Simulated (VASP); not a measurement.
A run of VASP 6.6.1:

Contents of INCAR:

```
PREC = Accurate ; ENCUT = 520
EDIFF = 1E-7 ; ISMEAR = 0
SIGMA = 0.05 ; LREAL = F
LASPH = T ; NELM = 100
ALGO = Normal ; ISIF = 2
LWAVE = F ; LCHARG = T
GGA = PS ; LELF = T
LVHAR = T ; NBANDS = 15
```

File KPOINTS:

```
Automatic mesh
0
Gamma
  6 6 6
```

Contents of POSCAR:

```
BaTe
1.0
    0.0000000000      3.4244675802      3.4244675802
    3.4244675802      0.0000000000      3.4244675802
    3.4244675802      3.4244675802      0.0000000000
Ba Te
1 1
Direct
    0.5000000000      0.5000000000      0.5000000000
    0.0000000000      0.0000000000      0.0000000000
```

Potentials or basis: VASP PAW PBE potentials, release 64 (Ba_sv, Te).

Launch:

```console
$ cat potpaw_PBE.64/Ba_sv/POTCAR potpaw_PBE.64/Te/POTCAR > POTCAR
$ mpirun -np 1 vasp_std > vasp.out
```

Hardware: 1 thread of Intel Xeon 8259CL (shared host).

**Question.** Estimate the wall time of this run.

**Answer.** Wall time 31 s on 1 thread of Intel Xeon 8259CL, on a shared host, peak memory 0.21 GiB. Counts: scf iterations 14, k points 16.
